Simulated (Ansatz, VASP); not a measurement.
**SiO2 in VASP and in Ansatz**

```
Si O
1.0
     5.01500    0.00000    0.00000
    -2.50750    4.34312    0.00000
     0.00000    0.00000    8.53944
Si O
4 8
Direct
  0.66667 0.33333 0.93705
  0.66667 0.33333 0.56295
  0.33333 0.66667 0.06295
  0.33333 0.66667 0.43705
  0.00000 0.41206 0.00000
  0.41206 0.41206 0.50000
  0.58794 0.00000 0.50000
  0.58794 0.58794 0.00000
  0.00000 0.58794 0.50000
  0.66667 0.33333 0.75000
  0.33333 0.66667 0.25000
  0.41206 0.00000 0.00000
```

Alike in both runs: task single point; functional LDA; k mesh 6 × 6 × 4; occupations gaussian, width 0.02 eV; no spin polarisation.

```csv
,VASP,Ansatz
version,VASP 6.6.1,Ansatz 0.2.0
potentials or method,"VASP PAW LDA potentials, release 64 (Si, O), cutoff 520 eV","scalar-relativistic, plane waves, PAW"
valence electrons in the cell,64,64
```

```csv
,VASP,Ansatz,Ansatz less VASP
gap on the k mesh at the Fermi level (eV),5.42,5.42,+0.002
least direct gap on the mesh (eV),5.48,5.48,+0.002
```

LDA's correlation is that of Perdew and Zunger in VASP and of Perdew and Wang (1992) in Ansatz.
